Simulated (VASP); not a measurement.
Set up this calculation in VASP 6.6.1, as the native input.

```
Task                   : single point
Functional             : LDA
Potentials or basis    : VASP PAW LDA potentials, release 64 (Si, C)
Cutoff                 : 520 eV
k mesh                 : 17 × 17 × 17
Occupations            : fermi-dirac, width 0.05 eV
Spin                   : no spin polarisation
Dipole correction      : no
Further INCAR settings : ALGO = Normal; EDIFF = 1e-06; NBANDS = 11
```

The structure of SiC (zincblende type) lies in POSCAR:

```
SiC
1.0
    0.0000000000      1.7733643752      1.7733643752
    1.7733643752      0.0000000000      1.7733643752
    1.7733643752      1.7733643752      0.0000000000
Si C
1 1
Direct
    0.0000000000      0.0000000000      0.0000000000
    0.2500000000      0.2500000000      0.2500000000
```

This cell differs from its parent crystal: volume scaled by 0.55, source ansatz.

These files were run (other wordings do the same):

INCAR

```
SYSTEM = SiC
PREC = Accurate
ENCUT = 520
EDIFF = 1E-6
ISMEAR = -1
SIGMA = 0.05
LREAL = .FALSE.
LASPH = .TRUE.
NELM = 60
ALGO = Normal
ISIF = 2
LWAVE = .FALSE.
LCHARG = .FALSE.
NBANDS = 11
```

KPOINTS

```
Automatic mesh
0
G
  17 17 17
  0 0 0
```

Potentials or basis: VASP PAW LDA potentials, release 64 (Si, C).

Command:

```console
$ cat potpaw_LDA.64/Si/POTCAR potpaw_LDA.64/C/POTCAR > POTCAR
$ mpirun -np 1 vasp_std > vasp.out
```

Results of the run:

```yaml
Pressure: 411.6 GPa
Band_gap_on_the_k_mesh: 0.60 eV, indirect (least direct gap 4.83 eV)
```

It took 9.5 s on 1 thread of Intel Xeon 6975P-C, on a shared host, peak memory 0.13 GiB.
